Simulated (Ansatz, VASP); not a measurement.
**One calculation of La, two programs**

```xyz
2
Lattice="3.5597 0.0000 0.0000 -1.7799 3.0828 0.0000 0.0000 0.0000 5.8152" Properties=species:S:1:pos:R:3 pbc="T T T"
La    0.0000    2.0552    1.4538
La    1.7799    1.0276    4.3614
```

Alike in both runs: task single point; functional PBEsol; k mesh 11 × 11 × 6; occupations fermi-dirac, width 0.1 eV; no spin polarisation.

```csv
,VASP,Ansatz
version,VASP 6.6.1,Ansatz 0.2.0
potentials or method,"VASP PAW PBE potentials, release 64 (La), cutoff 520 eV","plane waves (420 eV) with PAW, scalar-relativistic"
valence electrons in the cell,22,22
```

Ansatz gave:

| Quantity | Value |
| --- | --- |
| pressure (GPa) | 2.3 |
| traceless stress, the component that is largest in VASP (GPa) | 0.15 |

Task: What did VASP give for the same quantities?

Result: Pressure (GPa): 2.4; traceless stress, the component that is largest in VASP (GPa): 0.17.

VASP's potentials were made for PBE, not for PBEsol, and Ansatz warns of the same on its side. With one functional, cell and mesh, what is left measures potentials, basis and numerics.

Spin-orbit coupling is off throughout.
